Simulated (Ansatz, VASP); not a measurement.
**One calculation of Te, two programs**

```
CELL_PARAMETERS angstrom
4.56280 0.00000 0.00000
-2.28140 3.95150 0.00000
0.00000 0.00000 7.52861
ATOMIC_POSITIONS crystal
Te 0.33333 0.66667 0.43750
Te 0.66667 0.33333 0.93750
Te 0.66667 0.33333 0.56250
Te 0.33333 0.66667 0.06250
```

Alike in both runs: task relaxation of cell and atoms; functional r2SCAN; k mesh 6 × 6 × 2; occupations gaussian, width 0.1 eV; no spin polarisation.

|  | VASP | Ansatz |
| --- | --- | --- |
| version | VASP 6.6.1 | Ansatz 0.2.0 |
| potentials or method | VASP PAW PBE potentials, release 64 (Te), cutoff 600 eV | scalar-relativistic, plane waves, PAW |
| valence electrons in the cell | 24 | 64 |

Ansatz gave:

- gap on the k mesh at the Fermi level, each at its own relaxed structure (eV): none
- relaxed volume (Å³/atom): 54.11
- relaxed cell length with the largest relative difference (Å): 10.355

Question: Which values does VASP return?

Answer: gap on the k mesh at the Fermi level, each at its own relaxed structure (eV): none; relaxed volume (Å³/atom): 54.48; relaxed cell length with the largest relative difference (Å): 10.447.

VASP's potentials were made for PBE, not for r2SCAN. A gap of «none» marks a metal or a gap that the smearing closes. VASP's potentials hold 24 valence electrons a cell and Ansatz's 64, so a difference there can come from the potentials and not from the codes.

The k mesh is coarse, so the values compare programs but aren't converged. Spin-orbit coupling is off throughout. Noted on VASP's run: the volume moved by over 15 % at a fixed basis, so the end points are rough; too few bands were computed for a metal, which touches its energy and stress.
